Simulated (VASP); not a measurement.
# ZnInO: single point with PBE

ZnInO:

```
Zn In O
1.0
     3.83956    0.00000    0.00000
     0.00000    3.83956    0.00000
     0.00000    0.00000    8.52836
Zn In O
2 2 2
Direct
  0.00000 0.00000 0.00000
  0.50000 0.50000 0.00000
  0.00000 0.50000 0.37570
  0.50000 0.00000 0.62430
  0.00000 0.50000 0.92461
  0.50000 0.00000 0.07539
```

The cell was generated, and may not be a known phase.

* Program: VASP 6.6.1
* Task: single point
* Functional: PBE
* Potentials or basis: VASP PAW PBE potentials, release 64 (Zn, In_d, O)
* Cutoff: 520 eV
* k mesh: 4 × 4 × 2
* Occupations: gaussian, width 0.1 eV
* Spin: collinear spin, ferromagnetic start
* Starting moments: [0.0, 0.0, 0.0, 0.0, 1.0, 1.0] μB
* Dipole correction: no
* Further INCAR settings: ALGO = Normal; EDIFF = 1e-06; NBANDS = 44

The pressure is 0.4 GPa and the largest force is 0.030 eV/Å. The band gap on the k mesh is zero (filled and empty bands overlap). The net moment is 0.00 μB per cell and the valence electrons inside the program's atomic spheres are Zn 10.78; In 11.25; O 4.96.

Forces on the atoms (eV/Å):
```
Zn   0.000  0.000  0.000
Zn   0.000  0.000  0.000
In   0.000  0.000 -0.027
In   0.000  0.000  0.027
O    0.000  0.000 -0.030
O    0.000  0.000  0.030
```

Stress tensor (GPa, compression positive):
```
0.41 0.00 0.00
0.00 0.41 0.00
0.00 0.00 0.32
```

Levels at points of the mesh, in eV from the Fermi level:
Spin up:
```
           k point  band 27  band 28  band 29  band 30  band 31  band 32  band 33  band 34  band 35  band 36
(0.00, 0.00, 0.00)    -3.67    -2.85    -2.85    -2.10    -1.02     3.19     3.19     3.33     3.38     3.48
(0.50, 0.00, 0.00)    -3.58    -3.58    -2.60    -2.60    -0.43    -0.43     2.48     2.48     4.59     4.59
(0.50, 0.50, 0.00)    -2.92    -2.92    -2.69    -2.69    -0.95    -0.95     2.15     2.15     2.18     2.18
(0.00, 0.00, 0.50)    -3.58    -3.08    -2.85    -2.85     0.76     0.82     3.16     3.16     3.35     4.97
(0.50, 0.00, 0.50)    -3.58    -3.58    -2.64    -2.64    -0.43    -0.43     2.51     2.51     4.18     4.18
(0.50, 0.50, 0.50)    -2.81    -2.81    -2.75    -2.75    -0.89    -0.89     1.85     1.85     2.36     2.36
```
Spin down:
```tsv
k point	band 29	band 30	band 31	band 32	band 33	band 34
(0.00, 0.00, 0.00)	-2.85	-2.10	-1.02	3.19	3.19	3.33
(0.50, 0.00, 0.00)	-2.60	-2.60	-0.43	-0.43	2.48	2.48
(0.50, 0.50, 0.00)	-2.69	-2.69	-0.95	-0.95	2.15	2.15
(0.00, 0.00, 0.50)	-2.85	-2.85	0.76	0.82	3.16	3.16
(0.50, 0.00, 0.50)	-2.64	-2.64	-0.43	-0.43	2.52	2.52
(0.50, 0.50, 0.50)	-2.75	-2.75	-0.89	-0.89	1.85	1.85
```

Run time: 70 s on 1 thread of AMD EPYC 9R45 (Zen 5) (shared host), peak memory 0.29 GiB.

Caveat: the k points lie up to 0.41 Å⁻¹ apart, too coarse for converged energies and pressures of a metal; spin-orbit coupling is left out, which moves the levels of the heavy elements.
